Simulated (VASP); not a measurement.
The system is ZnO.

```
Zn O
1.0
     3.23487    0.00000    0.00000
    -1.61743    2.80148    0.00000
     0.00000    0.00000    5.00382
Zn O
2 2
Direct
  0.66667 0.33333 0.49758
  0.33333 0.66667 0.99758
  0.66667 0.33333 0.88273
  0.33333 0.66667 0.38273
```

This cell differs from its parent crystal: strain along c alone, the other axes held: -4.0 %.

- Program: VASP 6.6.1
- Task: relaxation of the atoms
- Functional: r2SCAN
- Potentials or basis: VASP PAW PBE potentials, release 64 (Zn, O)
- Cutoff: 520 eV
- k mesh: 12 × 12 × 6
- Occupations: gaussian, width 0.02 eV
- Spin: no spin polarisation

At the start: pressure 7.9 GPa; volume 11.34 Å³/atom.

Task: How do energy, volume and symmetry change on relaxing?

Result: Over 3 steps the energy falls by 2.4 meV/atom; space group P6_3mc (No. 186, to 0.1 Å) before and after.

Step by step:
```tsv
step	energy change (eV)	largest force (eV/Å)	pressure (GPa)
1	0.0000	0.2813	7.89
2	-0.0092	0.0618	7.68
3	-0.0096	0.0030	7.65
```

Final structure:
```cif
data_structure
_symmetry_space_group_name_H-M 'P 1'
_symmetry_Int_Tables_number 1
_cell_length_a 3.2349
_cell_length_b 3.2349
_cell_length_c 5.0038
_cell_angle_alpha 90.000
_cell_angle_beta 90.000
_cell_angle_gamma 120.000
_cell_volume 45.35
loop_
_atom_site_label
_atom_site_type_symbol
_atom_site_fract_x
_atom_site_fract_y
_atom_site_fract_z
_atom_site_occupancy
Zn1 Zn 0.66667 0.33333 0.49402 1
Zn2 Zn 0.33333 0.66667 0.99402 1
O1 O 0.66667 0.33333 0.88629 1
O2 O 0.33333 0.66667 0.38629 1
```

Caveat: the cell differs from its parent crystal (strain along c alone, the other axes held: -4.0 %); the PAW data sets were made with another functional, which shifts forces and pressure a little.
